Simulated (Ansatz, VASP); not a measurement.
# One calculation of TiTe2, two programs

File INCAR:

```
SYSTEM = TiTe2
PREC = Accurate
ENCUT = 600
EDIFF = 1E-6
ISMEAR = 0
SIGMA = 0.1
LREAL = .FALSE.
LASPH = .TRUE.
NELM = 100
ALGO = Normal
ISIF = 3
LWAVE = .FALSE.
LCHARG = .FALSE.
GGA = PE
IBRION = 2
NSW = 90
EDIFFG = -0.04
```

Contents of KPOINTS:

```
Automatic mesh
0
G
  4 4 4
  0 0 0
```

The input POSCAR:

```
TiTe2
1.0
    4.7530986519      0.0000000000      0.0000000000
    0.0000000000      4.7530986519      0.0000000000
    0.0000000000      0.0000000000      7.2522855432
Ti Te
2 4
Direct
    0.0000000000      0.5000000000      0.7000000000
    0.5000000000      0.0000000000      0.3000000000
    0.0000000000      0.0000000000      0.0000000000
    0.5000000000      0.5000000000      0.0000000000
    0.0000000000      0.5000000000      0.2700000000
    0.5000000000      0.0000000000      0.7300000000
```

Input for Ansatz:

```yaml
crystal:
  lattice:
    - [4.7530986519, 0.0, 0.0]
    - [0.0, 4.7530986519, 0.0]
    - [0.0, 0.0, 7.2522855432]
  atoms:
    - { symbol: Ti, position: [0.0, 0.5, 0.7] }
    - { symbol: Ti, position: [0.5, 0.0, 0.3] }
    - { symbol: Te, position: [0.0, 0.0, 0.0] }
    - { symbol: Te, position: [0.5, 0.5, 0.0] }
    - { symbol: Te, position: [0.0, 0.5, 0.27] }
    - { symbol: Te, position: [0.5, 0.0, 0.73] }
basis:
  ecutwfc: 420
kpoints:
  mp_grid: { grid: [4, 4, 4] }
hamiltonian:
  xc: pbe
scf:
  occupations: { method: gaussian, width: 0.1 }
  lower_state_search: "off"
output:
  forces: true
  stress: true
  eigenvalues: true
relax:
  adjacent_minimum: "off"
  f_tol: 0.04
  max_steps: 70
  cell: { stress_tol: 0.4 }
```

Alike in both runs: task relaxation of cell and atoms; functional PBE; k mesh 4 × 4 × 4; occupations gaussian, width 0.1 eV; no spin polarisation.

```csv
,VASP,Ansatz
version,VASP 6.6.1,Ansatz 0.2.0
potentials or method,"VASP PAW PBE potentials, release 64 (Ti_sv, Te), cutoff 600 eV","scalar-relativistic, plane waves, PAW"
valence electrons in the cell,48,88
```

|  | VASP | Ansatz | Ansatz less VASP |
| --- | --- | --- | --- |
| gap on the k mesh at the Fermi level, each at its own relaxed structure (eV) | none | none | - |
| relaxed volume (Å³/atom) | 25.29 | 25.26 | -0.028 |
| relaxed cell length with the largest relative difference (Å) | 7.455 | 7.463 | +0.0085 |

A gap of «none» marks a metal or a gap that the smearing closes. VASP's potentials hold 48 valence electrons a cell and Ansatz's 88, so a difference there can come from the potentials and not from the codes.

Spin-orbit coupling is off throughout.
